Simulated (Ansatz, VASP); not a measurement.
# One calculation of WS2, two programs

File POSCAR:

```
WS2
1.0
    1.5316303727      0.8842872080      6.3482299000
   -1.5316303727      0.8842872080      6.3482299000
    0.0000000000     -1.7685744160      6.3482299000
W S
1 2
Direct
    0.0000000000      0.0000000000      0.0000000000
    0.7503000000      0.7503000000      0.7503000000
    0.5810000000      0.5810000000      0.5810000000
```

Contents of INCAR.step1:

```
SYSTEM = WS2
ALGO = Normal
EDIFF = 1E-4
ENCUT = 520
GGA = PE
ISMEAR = 0
LASPH = .True.
LCHARG = .False.
LREAL = .False.
LWAVE = .True.
NBANDS = 20
NELM = 80
PREC = Accurate
SIGMA = 0.05
```

INCAR.step2

```
SYSTEM = WS2
ALGO = Normal
EDIFF = 1E-7
ENCUT = 520
ISIF = 2
ISMEAR = 0
ISTART = 1
LASPH = .True.
LCHARG = .True.
LELF = .True.
LMIXTAU = .True.
LREAL = .False.
LVHAR = .True.
LWAVE = .False.
METAGGA = R2SCAN
NBANDS = 20
NELM = 80
PREC = Accurate
SIGMA = 0.05
```

The input KPOINTS:

```
k-points
0
Gamma
  12 12 12
  0 0 0
```

Input for Ansatz:

```yaml
crystal:
  lattice:
    - [1.5316303727, 0.884287208, 6.3482299]
    - [-1.5316303727, 0.884287208, 6.3482299]
    - [0.0, -1.768574416, 6.3482299]
  atoms:
    - { symbol: W, position: [0.0, 0.0, 0.0] }
    - { symbol: S, position: [0.7503, 0.7503, 0.7503] }
    - { symbol: S, position: [0.581, 0.581, 0.581] }
basis:
  ecutwfc: 500
kpoints:
  mp_grid: { grid: [12, 12, 12] }
hamiltonian:
  xc: r2scan
scf:
  occupations: { method: gaussian, width: 0.05 }
output:
  forces: true
  stress: true
  eigenvalues: true
```

Change from the starting cell: strain -0.030 along x and y, +0.030 along z, atoms carried along.

Alike in both runs: task single point; functional r2SCAN; k mesh 12 × 12 × 12; occupations gaussian, width 0.05 eV; no spin polarisation.

|  | VASP | Ansatz |
| --- | --- | --- |
| version | VASP 6.6.1 | Ansatz 0.2.0 |
| potentials or method | VASP PAW PBE potentials, release 64 (W_sv, S), cutoff 520 eV | scalar-relativistic, plane waves, PAW |
| valence electrons in the cell | 26 | 26 |

Ansatz gave:

- gap on the k mesh at the Fermi level (eV): 1.33
- least direct gap on the mesh (eV): 2.56
- pressure (GPa): 8.0
- traceless stress, the component that is largest in VASP (GPa): -9.09
- rms of the force components (eV/Å): 0.305

Q: What did VASP give for the same quantities?

A: gap on the k mesh at the Fermi level (eV): 1.35; least direct gap on the mesh (eV): 2.56; pressure (GPa): 8.3; traceless stress, the component that is largest in VASP (GPa): -9.15; rms of the force components (eV/Å): 0.299.

VASP's potentials were made for PBE, not for r2SCAN. Atom by atom the forces differ by 0.013 eV/Å (rms over components).

Spin-orbit coupling is off throughout.
